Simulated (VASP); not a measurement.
In, 1 atom in the cell. Symmetry: Im-3m, No. 229, cubic system. The conventional cell has a = 3.789 Å, b = 3.789 Å, c = 3.789 Å, α = 90.00°, β = 90.00°, γ = 90.00°. Within 4.3 Å of In (site symmetry m-3m) lie 14 In at 3.28 to 3.79 Å. 

- Program: VASP 6.6.1
- Task: single point
- Functional: BLYP
- Dispersion: D3(BJ)
- Potentials or basis: VASP PAW PBE potentials, release 64 (In_d)
- Cutoff: 520 eV
- k mesh: 10 × 10 × 10
- Occupations: fermi-dirac, width 0.05 eV
- Spin: no spin polarisation
- Dipole correction: no
- Further INCAR settings: ALGO = Normal; EDIFF = 1e-06; NBANDS = 12

Potentials or basis: VASP PAW PBE potentials, release 64 (In_d).

The run is started by

```bash
$ cat potpaw_PBE.64/In_d/POTCAR > POTCAR
$ mpirun -np 1 vasp_std > vasp.out
```

Hardware: 1 thread of Intel(R) Xeon(R) 6975P-C (Granite Rapids) (shared host).

Task: How long does it take, and how much memory?

Result: Run time: 7.7 s on 1 thread of Intel(R) Xeon(R) 6975P-C (Granite Rapids), on a shared host, peak memory 0.15 GiB. Counts: scf iterations 11, k points 47.
